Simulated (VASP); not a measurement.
# CaF2 (Fm-3m) in VASP: a series of runs

Runs on CaF2. Level: r2SCAN. Tasks: relaxation of cell and atoms.

All numbers are computed with VASP 6.6.1; they aren't measurements. Logs are shortened: lines on timing, memory, paths and dates and some standing lists are left out, and cuts for length are marked.

## 1. The cell of the first run

It takes space group Fm-3m (No. 225, cubic). Conventional cell: a = 5.439 Å, b = 5.439 Å, c = 5.439 Å, α = 90.00°, β = 90.00°, γ = 90.00°. Within 3.1 Å of Ca (site symmetry m-3m) lie 8 F at 2.36 Å. Within 3.1 Å of F (site symmetry -43m) lie 4 Ca at 2.36 Å and 6 F at 2.72 Å.

## 2. Relaxation of cell and atoms, r2SCAN, target pressure 2 GPa, at which the enthalpy is minimised

Contents of POSCAR:

```
CaF2
1.0
    0.0000000000      2.7194528021      2.7194528021
    2.7194528021      0.0000000000      2.7194528021
    2.7194528021      2.7194528021      0.0000000000
Ca F
1 2
Direct
    0.0000000000      0.0000000000      0.0000000000
    0.2500000000      0.2500000000      0.2500000000
    0.7500000000      0.7500000000      0.7500000000
```

Contents of INCAR.step1:

```
PREC     = Accurate       # precision mode
ENCUT    = 660            # plane-wave cutoff, eV
ISMEAR   = 0              # smearing method
SIGMA    = 0.01           # smearing width, eV
LREAL    = F              # projectors in reciprocal space
LASPH    = T              # aspherical terms in the spheres
NELM     = 120            # most SCF steps
GGA      = PE             # functional
ALGO     = Normal         # electronic algorithm
EDIFF    = 1E-5           # SCF threshold, eV
LWAVE    = T              # write WAVECAR
LCHARG   = F              # write CHGCAR
GGA_COMPAT= F            
IBRION   = 2              # ionic algorithm
ISIF     = 3              # what is computed and relaxed
EDIFFG   = -0.005         # ionic threshold
NELMIN   = 4            
NSW      = 100            # ionic steps
```

Contents of INCAR.step2:

```
PREC     = Accurate       # precision mode
ENCUT    = 660            # plane-wave cutoff, eV
EDIFF    = 1E-7           # SCF threshold, eV
ISMEAR   = 0              # smearing method
SIGMA    = 0.01           # smearing width, eV
LREAL    = F              # projectors in reciprocal space
LASPH    = T              # aspherical terms in the spheres
NELM     = 120            # most SCF steps
ALGO     = Normal         # electronic algorithm
ISIF     = 3              # what is computed and relaxed
LWAVE    = F              # write WAVECAR
LCHARG   = F              # write CHGCAR
METAGGA  = R2SCAN         # meta-GGA
LMIXTAU  = T            
IBRION   = 2              # ionic algorithm
NSW      = 100            # ionic steps
EDIFFG   = -0.002         # ionic threshold
PSTRESS  = 20.0         
ISTART   = 1            
GGA_COMPAT= F            
NELMIN   = 4
```

Contents of KPOINTS:

```
Automatic mesh
0
Gamma
  8 8 8
```

Potentials or basis: VASP PAW PBE potentials, release 64 (Ca_sv, F).

Started as:

```console
$ cat potpaw_PBE.64/Ca_sv/POTCAR potpaw_PBE.64/F/POTCAR > POTCAR
$ cp INCAR.step1 INCAR
$ mpirun -np 1 vasp_std > vasp.out
$ cp INCAR.step2 INCAR
$ mpirun -np 1 vasp_std > vasp.out
```

OUTCAR:

```text
PREC = Accurate
   ENCUT = 660
   EDIFF = 1E-7
   ISMEAR = 0
   LREAL = F
   LASPH = T
   NELM = 120
   ISIF = 3
   METAGGA = R2SCAN
   IBRION = 2
   NSW = 100
   EDIFFG = -0.002
   PSTRESS = 20.0
   ISTART = 1
   NELMIN = 4

 ion  position               nearest neighbor table
   1  0.000  0.000  0.000-   3 2.36   3 2.36   3 2.36   2 2.36   3 2.36   2 2.36   2 2.36   2 2.36

   2  0.250  0.250  0.250-   1 2.36   1 2.36   1 2.36   1 2.36
   3  0.750  0.750  0.750-   1 2.36   1 2.36   1 2.36   1 2.36

  LATTYP: Found a face centered cubic cell.
 ALAT       =     5.4389056042

  Lattice vectors:

 A1 = (   0.0000000000,   2.7194528021,   2.7194528021)
 A2 = (   2.7194528021,   0.0000000000,   2.7194528021)
 A3 = (   2.7194528021,   2.7194528021,   0.0000000000)

Analysis of symmetry for initial positions (statically):
=====================================================================
 Subroutine PRICEL returns:
 Original cell was already a primitive cell.

 Routine SETGRP: Setting up the symmetry group for a
 face centered cubic supercell.

 Subroutine GETGRP returns: Found 48 space group operations
 (whereof 48 operations were pure point group operations)
 out of a pool of 48 trial point group operations.

The static configuration has the point symmetry O_h .

Analysis of symmetry for dynamics (positions and initial velocities):
=====================================================================
 Subroutine PRICEL returns:
 Original cell was already a primitive cell.

 Routine SETGRP: Setting up the symmetry group for a
 face centered cubic supercell.

 Subroutine GETGRP returns: Found 48 space group operations
 (whereof 48 operations were pure point group operations)
 out of a pool of 48 trial point group operations.

The dynamic configuration has the point symmetry O_h .

 Subroutine INISYM returns: Found 48 space group operations
 (whereof 48 operations are pure point group operations),
 and found     1 'primitive' translations

----------------------------------------------------------------------------------------

                                     Primitive cell

  volume of cell :      40.2230

  direct lattice vectors                    reciprocal lattice vectors
     0.000000000  2.719452802  2.719452802    -0.183860518  0.183860518  0.183860518
     2.719452802  0.000000000  2.719452802     0.183860518 -0.183860518  0.183860518
     2.719452802  2.719452802  0.000000000     0.183860518  0.183860518 -0.183860518

  length of vectors
     3.845887035  3.845887035  3.845887035     0.318455758  0.318455758  0.318455758

  position of ions in fractional coordinates (direct lattice)
     0.000000000  0.000000000  0.000000000
     0.250000000  0.250000000  0.250000000
     0.750000000  0.750000000  0.750000000

  ion indices of the primitive-cell ions
   primitive index   ion index
                 1           1
                 2           2
                 3           3

----------------------------------------------------------------------------------------

 KPOINTS: Automatic mesh

Automatic generation of k-mesh.
 Grid dimensions read from file:
 generate k-points for:    8    8    8

 Generating k-lattice:

  Cartesian coordinates                     Fractional coordinates (reciprocal lattice)
    -0.022982565  0.022982565  0.022982565     0.125000000  0.000000000  0.000000000
     0.022982565 -0.022982565  0.022982565     0.000000000  0.125000000  0.000000000
     0.022982565  0.022982565 -0.022982565     0.000000000  0.000000000  0.125000000

  Length of vectors
     0.039806970  0.039806970  0.039806970

  Shift w.r.t. Gamma in fractional coordinates (k-lattice)
     0.000000000  0.000000000  0.000000000

 Subroutine IBZKPT returns following result:
 ===========================================

 Found     29 irreducible k-points:

 Following reciprocal coordinates:
            Coordinates               Weight
  0.000000  0.000000  0.000000      1.000000
  0.125000  0.000000  0.000000      8.000000
  0.250000  0.000000  0.000000      8.000000
  0.375000  0.000000  0.000000      8.000000
  0.500000  0.000000  0.000000      4.000000
  0.125000  0.125000  0.000000      6.000000
[... 16 lines left out ...]
  0.500000  0.250000  0.125000     48.000000
 -0.375000  0.250000  0.125000     24.000000
 [... further k-points ...]
   k-points           NKPTS =     29   k-points in BZ     NKDIM =     29   number of bands    NBANDS=     16
   number of dos      NEDOS =    301   number of ions     NIONS =      3
   total plane-waves  NPLWV =  32768
   dimension x,y,z NGX =    32 NGY =   32 NGZ =   32
   dimension x,y,z NGXF=    64 NGYF=   64 NGZF=   64
   ions per type =               1   2
   NGX,Y,Z   is equivalent  to a cutoff of  13.83, 13.83, 13.83 a.u.
   NGXF,Y,Z  is equivalent  to a cutoff of  27.67, 27.67, 27.67 a.u.
 SYSTEM =  unknown system
   PREC   = accura    normal or accurate (medium, high low for compatibility)
   ISTART =      1    job   : 0-new  1-cont  2-samecut
   ICHARG =      0    charge: 1-file 2-atom 10-const
   ISPIN  =      1    spin polarized calculation?
   LNONCOLLINEAR =      F non collinear calculations
   LSORBIT =      F    spin-orbit coupling
   LASPH  =      T    aspherical Exc in radial PAW
   ENCUT  =  660.0 eV  48.51 Ry    6.96 a.u.   8.06  8.06  8.06*2*pi/ulx,y,z
   NELM   =    120;   NELMIN=  4; NELMDL=  0     # of ELM steps
   EDIFF  = 0.1E-06   stopping-criterion for ELM
   LREAL  =      F    real-space projection
   EDIFFG = -.2E-02   stopping-criterion for IOM
   NSW    =    100    number of steps for IOM
   IBRION =      2    ionic relax: 0-MD 1-quasi-New 2-CG
   NFREE  =      1    steps in history (QN), initial steepest desc. (CG)
   ISIF   =      3    stress and relaxation
   ISYM   =      2    0-nonsym 1-usesym 2-fastsym
   POTIM  = 0.5000    time-step for ionic-motion
   TEBEG  =    0.0;   TEEND  =   0.0 temperature during run
   PSTRESS=   20.0 pullay stress
   NELECT =      24.0000    total number of electrons
   NUPDOWN=      -1.0000    fix difference up-down
   EMIN   =  10.00;   EMAX   =-10.00  energy-range for DOS
   EFERMI =   0.00;   METHOD = LEGACY
   ISMEAR =     0;   SIGMA  =   0.01  broadening in eV -4-tet -1-fermi 0-gaus
   EFERMI_NEDOS =   21; number of points for ismear=-14 and -15
   IALGO  =     38    algorithm
   IMIX   =      4    mixing-type and parameters
     AMIX     =   0.40;   BMIX     =  1.00
     AMIX_MAG =   1.60;   BMIX_MAG =  1.00
  volume/ion in A,a.u.               =      13.41        90.48
  Fermi-wavevector in a.u.,A,eV,Ry     =   1.378226  2.604469 25.844354  1.899506
  Thomas-Fermi vector in A             =   2.503307
   LORBIT       =      0    0 simple, 1 ext, 2 COOP (PROOUT), +10 PAW based schemes
   METAGGA = R2SCAN    functional components
   LHFCALC =     F    Hartree Fock is set to
   AEXX    =    0.0000 exact exchange contribution
   IVDW    =     0    specifies the selected vdW correction
   LEPSILON=     F    determine dielectric tensor
   LRPA    =     F    only Hartree local field effects (RPA)
 conjugate gradient relaxation of ions
 non-spin polarized calculation
 Gauss-broadening in eV      SIGMA  =   0.01
  energy-cutoff  :      660.00
  volume of cell :       40.22
 maximum number of plane-waves:      1572
   NGX = 17   NGY = 17   NGZ = 17

--------------------------------------- Ionic step        1  -------------------------------------------

 number of electron      23.9999986 magnetization

 Free energy of the ion-electron system (eV)
  ---------------------------------------------------
  ext. energy  EPLUGINS =         0.00000000
  ---------------------------------------------------
  free energy    TOTEN  =       -25.95878827 eV

  energy without entropy =      -25.95878827  energy(sigma->0) =      -25.95878827

------------------------ aborting loop because EDIFF is reached ----------------------------------------

  FORCE on cell =-STRESS in cart. coord.  units (eV):
  Direction    XX          YY          ZZ          XY          YZ          ZX
  --------------------------------------------------------------------------------------
  -------------------------------------------------------------------------------------
  Total        0.1068148      0.1068148      0.1068148      0.0000000      0.0000000      0.0000000
  in kB        4.2546839      4.2546839      4.2546839      0.0000000      0.0000000      0.0000000
  external PRESSURE =     -15.7453161 kB  Pullay stress =      20.0000000 kB
[... 63 lines left out ...]
  enthalpy is  TOTEN    =       -25.4598251072 eV   P V=        0.4925900494

--------------------------------------- Ionic step        3  -------------------------------------------

 number of electron      23.9999988 magnetization

 Free energy of the ion-electron system (eV)
  ---------------------------------------------------
  ext. energy  EPLUGINS =         0.00000000
  ---------------------------------------------------
  free energy    TOTEN  =       -25.95389852 eV

  energy without entropy =      -25.95389852  energy(sigma->0) =      -25.95389852

 E-fermi :  -1.3121     XC(G=0): -10.4007

 val. band max:       -1.3914278658   @ k =   0.5000   0.5000   0.0000
 cond. band min:       6.7336477218   @ k =   0.0000   0.0000   0.0000
 fundamental gap:      8.1250755877
 Fermi energy:        -1.3121321361

 k-point     1 :       0.0000    0.0000    0.0000
  band No.  band energies     occupation
      1     -38.4946      2.00000
      2     -22.5258      2.00000
      3     -21.7330      2.00000
      4     -18.5575      2.00000
      5     -18.5575      2.00000
      6     -18.5575      2.00000
[... 8 lines left out ...]
     15       8.7330      0.00000
     16      11.0050      0.00000
[... 420 lines left out ...]
  band No.  band energies     occupation
      1     -38.4482      2.00000
      2     -22.5220      2.00000
      3     -22.3220      2.00000
      4     -18.6333      2.00000
      5     -18.4316      2.00000
      6     -18.2042      2.00000
[... 8 lines left out ...]
     15       9.5701      0.00000
     16      10.0090      0.00000

 [... further k-points ...]

------------------------ aborting loop because EDIFF is reached ----------------------------------------

  FORCE on cell =-STRESS in cart. coord.  units (eV):
  Direction    XX          YY          ZZ          XY          YZ          ZX
  --------------------------------------------------------------------------------------
  -------------------------------------------------------------------------------------
  Total        0.4959556      0.4959556      0.4959556      0.0000000      0.0000000      0.0000000
  in kB       20.0802958     20.0802958     20.0802958      0.0000000      0.0000000      0.0000000
  external PRESSURE =       0.0802958 kB  Pullay stress =      20.0000000 kB
[... 18 lines left out ...]
  FREE ENERGIE OF THE ION-ELECTRON SYSTEM (eV)
  ---------------------------------------------------
  free  energy   TOTEN  =       -25.9538985239 eV

  energy  without entropy=      -25.9538985239  energy(sigma->0) =      -25.95389852

  enthalpy is  TOTEN    =       -25.4599260881 eV   P V=        0.4939724358

 reached required accuracy - stopping structural energy minimisation
```

Wall time 3.7 min (1 thread of Intel Xeon 6975P-C (Granite Rapids), shared host); peak memory 0.21 GiB.

What came out:

- Free energy: -25.9539 eV
- Relaxed volume: 13.19 Å³/atom
- Relaxed cell: a = 3.825 Å, b = 3.825 Å, c = 3.825 Å, α = 60.00°, β = 60.00°, γ = 60.00°
- Space group after relaxing (to 0.1 Å): Fm-3m (No. 225)
- Energy change on relaxing (the run minimises the enthalpy): +1.6 meV/atom
- Ionic steps: 3
- Pressure after relaxing: 2.0 GPa
- Band gap on the k mesh: 8.12 eV (least direct gap 8.39 eV)

Step by step:
| step | energy change (eV) | largest force (eV/Å) | pressure (GPa) | volume (Å³) |
| --- | --- | --- | --- | --- |
| 1 | 0.0000 | 0.0000 | 0.43 | 40.22 |
| 2 | 0.0064 | 0.0000 | 2.28 | 39.46 |
| 3 | 0.0049 | 0.0000 | 2.01 | 39.57 |

Final structure:
```xyz
3
Lattice="0.0000 2.7047 2.7047 2.7047 0.0000 2.7047 2.7047 2.7047 0.0000" Properties=species:S:1:pos:R:3 pbc="T T T"
Ca    0.0000    0.0000    0.0000
F     1.3523    1.3523    1.3523
F     4.0570    4.0570    4.0570
```

Caveat: the cell is relaxed towards a set pressure, so the run minimises the enthalpy, not the energy; the PAW data sets were made with another functional, which shifts forces and pressure a little. A k mesh can miss the band edges.

(Part 1 of 2 ends here.)
